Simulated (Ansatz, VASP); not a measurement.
## One calculation of Cu, two programs

```
Cu
1.0
    -1.42751    1.42751    1.34118
     1.42751   -1.42751    1.34118
     1.42751    1.42751   -1.34118
Cu
1
Cartesian
  0.0000 0.0000 0.0000
```

Alike in both runs: functional LDA; k mesh 20 × 20 × 20; occupations gaussian, width 0.1 eV; no spin polarisation.

Ansatz relaxed the structure, and its values are those at the end. VASP's run is a single point on that final structure, the one shown.

|  | VASP | Ansatz |
| --- | --- | --- |
| version | VASP 6.6.1 | Ansatz 0.2.0 |
| potentials or method | VASP PAW LDA potentials, release 64 (Cu), cutoff 520 eV | scalar-relativistic, plane waves, PAW |
| valence electrons in the cell | 11 | 19 |

```tsv
	VASP	Ansatz	Ansatz less VASP
gap on the k mesh at the Fermi level (eV)	none	none	-
pressure (GPa)	1.4	0.0	-1.44
```

LDA's correlation is that of Perdew and Zunger in VASP and of Perdew and Wang (1992) in Ansatz. A gap of «none» marks a metal or a gap that the smearing closes. VASP's potentials hold 11 valence electrons a cell and Ansatz's 19, so a difference there can come from the potentials and not from the codes.
